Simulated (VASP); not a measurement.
# BeBi (Pm-3m) in VASP: notebook

The runs below take BeBi through single point, relaxation of cell and atoms, with PBE.

Everything below comes from runs of VASP 6.6.1. Logs are shortened: lines on timing, memory, paths and dates and some standing lists are left out, and cuts for length are marked.

## 1. The cell of the first run

It takes space group Pm-3m (No. 221, cubic). The conventional cell has a = 3.467 Å, b = 3.467 Å, c = 3.467 Å, α = 90.00°, β = 90.00°, γ = 90.00°. Be (site symmetry m-3m) has 8 Bi at 3.00 Å and 6 Be at 3.47 Å within 4.0 Å. Within 4.0 Å of Bi (site symmetry m-3m) lie 8 Be at 3.00 Å and 6 Bi at 3.47 Å.

## 2. Single point, PBE

INCAR reads:

```
PREC = Accurate ; ENCUT = 520
EDIFF = 1E-6 ; ISMEAR = 0
SIGMA = 0.1 ; LREAL = F
LASPH = T ; NELM = 100
ALGO = Normal ; ISIF = 2
LWAVE = F ; LCHARG = F
GGA = PE ; NBANDS = 16
```

KPOINTS reads:

```
regular mesh
0
Gamma
  16 16 16
```

POSCAR reads:

```
BeBi
1.0
    3.4671984285      0.0000000000      0.0000000000
    0.0000000000      3.4671984285      0.0000000000
    0.0000000000      0.0000000000      3.4671984285
Be Bi
1 1
Direct
    0.0000000000      0.0000000000      0.0000000000
    0.5000000000      0.5000000000      0.5000000000
```

Potentials or basis: VASP PAW PBE potentials, release 64 (Be, Bi_d).

Command:

```bash
cat potpaw_PBE.64/Be/POTCAR potpaw_PBE.64/Bi_d/POTCAR > POTCAR
mpirun -np 1 vasp_std > vasp.out
```

OUTCAR:

```text
PREC = Accurate
   ENCUT = 520
   EDIFF = 1E-6
   ISMEAR = 0
   LREAL = F
   LASPH = T
   NELM = 100
   ISIF = 2
   GGA = PE

 ion  position               nearest neighbor table
   1  0.000  0.000  0.000-   2 3.00   2 3.00   2 3.00   2 3.00   2 3.00   2 3.00   2 3.00   2 3.00

   2  0.500  0.500  0.500-   1 3.00   1 3.00   1 3.00   1 3.00   1 3.00   1 3.00   1 3.00   1 3.00

  LATTYP: Found a simple cubic cell.
 ALAT       =     3.4671984285

  Lattice vectors:

 A1 = (   3.4671984285,   0.0000000000,   0.0000000000)
 A2 = (   0.0000000000,   3.4671984285,   0.0000000000)
 A3 = (   0.0000000000,   0.0000000000,   3.4671984285)

Analysis of symmetry for initial positions (statically):
=====================================================================
 Subroutine PRICEL returns:
 Original cell was already a primitive cell.

 Routine SETGRP: Setting up the symmetry group for a
 simple cubic supercell.

 Subroutine GETGRP returns: Found 48 space group operations
 (whereof 48 operations were pure point group operations)
 out of a pool of 48 trial point group operations.

The static configuration has the point symmetry O_h .

Analysis of symmetry for dynamics (positions and initial velocities):
=====================================================================
 Subroutine PRICEL returns:
 Original cell was already a primitive cell.

 Routine SETGRP: Setting up the symmetry group for a
 simple cubic supercell.

 Subroutine GETGRP returns: Found 48 space group operations
 (whereof 48 operations were pure point group operations)
 out of a pool of 48 trial point group operations.

The dynamic configuration has the point symmetry O_h .

 Subroutine INISYM returns: Found 48 space group operations
 (whereof 48 operations are pure point group operations),
 and found     1 'primitive' translations

----------------------------------------------------------------------------------------

                                     Primitive cell

  volume of cell :      41.6808

  direct lattice vectors                    reciprocal lattice vectors
     3.467198429  0.000000000  0.000000000     0.288417297  0.000000000  0.000000000
     0.000000000  3.467198429  0.000000000     0.000000000  0.288417297  0.000000000
     0.000000000  0.000000000  3.467198429     0.000000000  0.000000000  0.288417297

  length of vectors
     3.467198429  3.467198429  3.467198429     0.288417297  0.288417297  0.288417297

  position of ions in fractional coordinates (direct lattice)
     0.000000000  0.000000000  0.000000000
     0.500000000  0.500000000  0.500000000

  ion indices of the primitive-cell ions
   primitive index   ion index
                 1           1
                 2           2

----------------------------------------------------------------------------------------

 KPOINTS: regular mesh

Automatic generation of k-mesh.
 Grid dimensions read from file:
 generate k-points for:   16   16   16

 Generating k-lattice:

  Cartesian coordinates                     Fractional coordinates (reciprocal lattice)
     0.018026081  0.000000000  0.000000000     0.062500000  0.000000000  0.000000000
     0.000000000  0.018026081  0.000000000     0.000000000  0.062500000  0.000000000
     0.000000000  0.000000000  0.018026081     0.000000000  0.000000000  0.062500000

  Length of vectors
     0.018026081  0.018026081  0.018026081

  Shift w.r.t. Gamma in fractional coordinates (k-lattice)
     0.000000000  0.000000000  0.000000000

 Subroutine IBZKPT returns following result:
 ===========================================

 Found    165 irreducible k-points:

 Following reciprocal coordinates:
            Coordinates               Weight
  0.000000  0.000000  0.000000      1.000000
  0.062500  0.000000  0.000000      6.000000
  0.125000  0.000000  0.000000      6.000000
  0.187500  0.000000  0.000000      6.000000
  0.250000  0.000000  0.000000      6.000000
  0.312500  0.000000  0.000000      6.000000
[... 16 lines left out ...]
  0.437500  0.125000  0.000000     24.000000
  0.500000  0.125000  0.000000     12.000000
 [... further k-points ...]
   k-points           NKPTS =    165   k-points in BZ     NKDIM =    165   number of bands    NBANDS=     16
   number of dos      NEDOS =    301   number of ions     NIONS =      2
   total plane-waves  NPLWV =  21952
   dimension x,y,z NGX =    28 NGY =   28 NGZ =   28
   dimension x,y,z NGXF=    56 NGYF=   56 NGZF=   56
   ions per type =               1   1
   NGX,Y,Z   is equivalent  to a cutoff of  13.43, 13.43, 13.43 a.u.
   NGXF,Y,Z  is equivalent  to a cutoff of  26.85, 26.85, 26.85 a.u.
 SYSTEM =  unknown system
   PREC   = accura    normal or accurate (medium, high low for compatibility)
   ISTART =      0    job   : 0-new  1-cont  2-samecut
   ICHARG =      2    charge: 1-file 2-atom 10-const
   ISPIN  =      1    spin polarized calculation?
   LNONCOLLINEAR =      F non collinear calculations
   LSORBIT =      F    spin-orbit coupling
   LASPH  =      T    aspherical Exc in radial PAW
   ENCUT  =  520.0 eV  38.22 Ry    6.18 a.u.   6.45  6.45  6.45*2*pi/ulx,y,z
   NELM   =    100;   NELMIN=  2; NELMDL= -5     # of ELM steps
   EDIFF  = 0.1E-05   stopping-criterion for ELM
   LREAL  =      F    real-space projection
   EDIFFG = 0.1E-04   stopping-criterion for IOM
   NSW    =      0    number of steps for IOM
   IBRION =     -1    ionic relax: 0-MD 1-quasi-New 2-CG
   NFREE  =      0    steps in history (QN), initial steepest desc. (CG)
   ISIF   =      2    stress and relaxation
   ISYM   =      2    0-nonsym 1-usesym 2-fastsym
   POTIM  = 0.5000    time-step for ionic-motion
   TEBEG  =    0.0;   TEEND  =   0.0 temperature during run
   PSTRESS=    0.0 pullay stress
   NELECT =      17.0000    total number of electrons
   NUPDOWN=      -1.0000    fix difference up-down
   EMIN   =  10.00;   EMAX   =-10.00  energy-range for DOS
   EFERMI =   0.00;   METHOD = LEGACY
   ISMEAR =     0;   SIGMA  =   0.10  broadening in eV -4-tet -1-fermi 0-gaus
   EFERMI_NEDOS =   21; number of points for ismear=-14 and -15
   IALGO  =     38    algorithm
   IMIX   =      4    mixing-type and parameters
     AMIX     =   0.40;   BMIX     =  1.00
     AMIX_MAG =   1.60;   BMIX_MAG =  1.00
  volume/ion in A,a.u.               =      20.84       140.64
  Fermi-wavevector in a.u.,A,eV,Ry     =   1.214076  2.294270 20.054713  1.473980
  Thomas-Fermi vector in A             =   2.349507
   LORBIT       =      0    0 simple, 1 ext, 2 COOP (PROOUT), +10 PAW based schemes
   GGA     = PE    functional components
   LHFCALC =     F    Hartree Fock is set to
   AEXX    =    0.0000 exact exchange contribution
   IVDW    =     0    specifies the selected vdW correction
   LEPSILON=     F    determine dielectric tensor
   LRPA    =     F    only Hartree local field effects (RPA)
 non-spin polarized calculation
 Gauss-broadening in eV      SIGMA  =   0.10
  energy-cutoff  :      520.00
  volume of cell :       41.68
 maximum number of plane-waves:      1145
 NGX is ok and might be reduce to    28
   NGX = 13   NGY = 13   NGZ = 13

 number of electron      16.9999997 magnetization

 Free energy of the ion-electron system (eV)
  ---------------------------------------------------
  ext. energy  EPLUGINS =         0.00000000
  ---------------------------------------------------
  free energy    TOTEN  =        -6.03848889 eV

  energy without entropy =       -6.03283234  energy(sigma->0) =       -6.03566062

 E-fermi :   7.4272     XC(G=0): -10.2133

 val. band max:        7.4255347449   @ k =   0.4375   0.3125   0.1875
 cond. band min:       7.4291372255   @ k =   0.4375   0.2500   0.1875
 fundamental gap:      0.0036024806
 Fermi energy:         7.4271774057

 k-point     1 :       0.0000    0.0000    0.0000
  band No.  band energies     occupation
      1     -15.6551      2.00000
      2     -15.6551      2.00000
      3     -15.4789      2.00000
      4     -15.4789      2.00000
      5     -15.4789      2.00000
      6      -5.9086      2.00000
[... 8 lines left out ...]
     15      16.3003      0.00000
     16      21.8257      0.00000

 k-point     2 :       0.0625    0.0000    0.0000
  band No.  band energies     occupation
      1     -15.6548      2.00000
      2     -15.6492      2.00000
      3     -15.4808      2.00000
      4     -15.4808      2.00000
      5     -15.4788      2.00000
      6      -5.8674      2.00000
[... 8 lines left out ...]
     15      16.1486      0.00000
     16      21.3046      0.00000

 k-point     3 :       0.1250    0.0000    0.0000
  band No.  band energies     occupation
      1     -15.6540      2.00000
      2     -15.6326      2.00000
      3     -15.4861      2.00000
      4     -15.4861      2.00000
      5     -15.4783      2.00000
      6      -5.7451      2.00000
[... 8 lines left out ...]
     15      15.7740      0.00000
     16      20.3150      0.00000

 k-point     4 :       0.1875    0.0000    0.0000
  band No.  band energies     occupation
      1     -15.6527      2.00000
      2     -15.6077      2.00000
      3     -15.4941      2.00000
      4     -15.4941      2.00000
      5     -15.4776      2.00000
      6      -5.5468      2.00000
[... 8 lines left out ...]
     15      15.7400      0.00000
     16      19.2828      0.00000
[... 324 lines left out ...]
 k-point    22 :       0.3750    0.1250    0.0000
  band No.  band energies     occupation
      1     -15.6324      2.00000
      2     -15.5300      2.00000
      3     -15.5200      2.00000
      4     -15.5158      2.00000
      5     -15.4822      2.00000
      6      -4.5037      2.00000
[... 8 lines left out ...]
     15      17.6109      0.00000
     16      20.5187      0.00000

 k-point    23 :       0.4375    0.1250    0.0000
  band No.  band energies     occupation
      1     -15.6315      2.00000
      2     -15.5355      2.00000
      3     -15.5253      2.00000
      4     -15.4992      2.00000
      5     -15.4817      2.00000
      6      -4.2584      2.00000
[... 8 lines left out ...]
     15      16.9955      0.00000
     16      21.1475      0.00000

 k-point    24 :       0.5000    0.1250    0.0000
  band No.  band energies     occupation
      1     -15.6312      2.00000
      2     -15.5374      2.00000
      3     -15.5271      2.00000
      4     -15.4933      2.00000
      5     -15.4815      2.00000
      6      -4.1621      2.00000
[... 8 lines left out ...]
     15      16.6637      0.00000
     16      21.4636      0.00000

 [... further k-points ...]
[... 5 lines left out ...]
  --------------------------------------------------------------------------------------
  -------------------------------------------------------------------------------------
  Total       -0.0231207     -0.0231207     -0.0231207     -0.0000000      0.0000000      0.0000000
  in kB       -0.8887406     -0.8887406     -0.8887406     -0.0000000      0.0000000      0.0000000
  external PRESSURE =      -0.8887406 kB  Pullay stress =       0.0000000 kB

 VOLUME and BASIS-vectors are now :
 -----------------------------------------------------------------------------
  energy-cutoff  :      520.00
  volume of cell :       41.68
      direct lattice vectors                 reciprocal lattice vectors
     3.467198429  0.000000000  0.000000000     0.288417297  0.000000000  0.000000000
     0.000000000  3.467198429  0.000000000     0.000000000  0.288417297  0.000000000
     0.000000000  0.000000000  3.467198429     0.000000000  0.000000000  0.288417297

 POSITION                                       TOTAL-FORCE (eV/Angst)
 -----------------------------------------------------------------------------------
      0.00000      0.00000      0.00000         0.000000      0.000000      0.000000
      1.73360      1.73360      1.73360         0.000000      0.000000      0.000000
 -----------------------------------------------------------------------------------
    total drift:                                0.000000      0.000000      0.000000

  FREE ENERGIE OF THE ION-ELECTRON SYSTEM (eV)
  ---------------------------------------------------
  free  energy   TOTEN  =        -6.0384888928 eV

  energy  without entropy=       -6.0328323428  energy(sigma->0) =       -6.03566062
```

Wall time 1.7 min (1 thread of Oxide Virtual Turin-like, shared host); peak memory 0.2 GiB.

Results:

```
Free energy : -6.0385 eV
Pressure    : -0.1 GPa
```

Caveat: spin-orbit coupling is left out, which moves the levels of the heavy elements.

## 3. Relaxation of cell and atoms, PBE

This run uses another cell than the first one, of 19.69 Å³/atom, 0.945 times its volume.

INCAR reads:

```
SYSTEM = BeBi
PREC = Accurate ; ENCUT = 600
EDIFF = 1E-6 ; ISMEAR = 0
SIGMA = 0.1 ; LREAL = .False.
LASPH = .True. ; NELM = 100
ALGO = Normal ; ISIF = 3
LWAVE = .False. ; LCHARG = .False.
GGA = PE ; IBRION = 2
NSW = 100 ; EDIFFG = -0.01
```

KPOINTS reads:

```
regular mesh
0
Gamma
  16 16 16
  0 0 0
```

POSCAR reads:

```
BeBi
1.0
    3.4020267872      0.0000000000      0.0000000000
    0.0000000000      3.4020267872      0.0000000000
    0.0000000000      0.0000000000      3.4020267872
Be Bi
1 1
Direct
    0.0000000000      0.0000000000      0.0000000000
    0.5000000000      0.5000000000      0.5000000000
```

Potentials or basis: VASP PAW PBE potentials, release 64 (Be, Bi_d).

Command:

```bash
cat potpaw_PBE.64/Be/POTCAR potpaw_PBE.64/Bi_d/POTCAR > POTCAR
mpirun -np 1 vasp_std > vasp.out
```

Wall time 3.1 min (1 thread of Oxide Virtual Turin-like, shared host); peak memory 0.21 GiB.

The run converged. Its results:

```
Free energy                            : -6.0381 eV
Relaxed volume                         : 20.82 Å³/atom
Relaxed cell                           : a = 3.466 Å, b = 3.466 Å, c = 3.466 Å, α = 90.00°, β = 90.00°, γ = 90.00°
Space group after relaxing (to 0.05 Å) : Pm-3m (No. 221)
Energy gained by relaxing              : 12.9 meV/atom
Ionic steps                            : 3
Pressure after relaxing                : 0.0 GPa
```

Step by step:
| step | energy change (eV) | largest force (eV/Å) | pressure (GPa) | volume (Å³) |
| --- | --- | --- | --- | --- |
| 1 | 0.0000 | 0.0000 | 3.81 | 39.37 |
| 2 | -0.0248 | 0.0000 | -0.65 | 42.10 |
| 3 | -0.0257 | 0.0000 | 0.02 | 41.64 |

Final structure:
```
Be Bi
1.0
     3.46601    0.00000    0.00000
     0.00000    3.46601    0.00000
     0.00000    0.00000    3.46601
Be Bi
1 1
Direct
  0.00000 0.00000 0.00000
  0.50000 0.50000 0.50000
```

Levels at points of the mesh, in eV from the Fermi level:
```
           k point  band 7  band 8  band 9  band 10  band 11  band 12
(0.00, 0.00, 0.00)   -0.06   -0.06   -0.06     0.37     5.11     5.11
(0.50, 0.00, 0.00)   -6.74    2.74    2.74     2.83     3.86     3.86
(0.50, 0.50, 0.00)   -4.81   -4.81   -2.04     4.46     4.59     6.37
(0.50, 0.50, 0.50)   -2.34   -2.34   -2.34    -0.12    -0.12    -0.12
```

Caveat: the bands computed are all filled at some k points, so no gap is given; spin-orbit coupling is left out, which moves the levels of the heavy elements.
